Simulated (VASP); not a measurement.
A run of VASP 6.6.1:

Contents of INCAR:

```
PREC = Accurate ; ENCUT = 520
EDIFF = 1E-7 ; ISMEAR = 0
SIGMA = 0.05 ; LREAL = False
LASPH = True ; NELM = 60
ALGO = Normal ; ISIF = 2
LWAVE = False ; LCHARG = False
GGA = CA ; NBANDS = 11
```

KPOINTS

```
Automatic mesh
0
Gamma
  12 12 12
```

POSCAR

```
C
1.0
    0.0000000000      1.8518513993      1.8584730372
    1.5869858833      0.0000000000      1.8584730372
    1.5869858833      1.8518513993      0.0000000000
C
2
Direct
    0.5000000000      0.5000000000      0.5000000000
    0.7500000000      0.7500000000      0.7500000000
```

Potentials or basis: VASP PAW LDA potentials, release 64 (C).

Command:

```bash
$ cat potpaw_LDA.64/C/POTCAR > POTCAR
$ mpirun -np 1 vasp_std > vasp.out
```

Hardware: 1 thread of Intel Xeon 6975P-C (shared host).

Q: How long does it take, and how much memory?

A: Run time: 17 s on 1 thread of Intel Xeon 6975P-C (shared host), peak memory 0.13 GiB. Counts: scf iterations 11, k points 280.
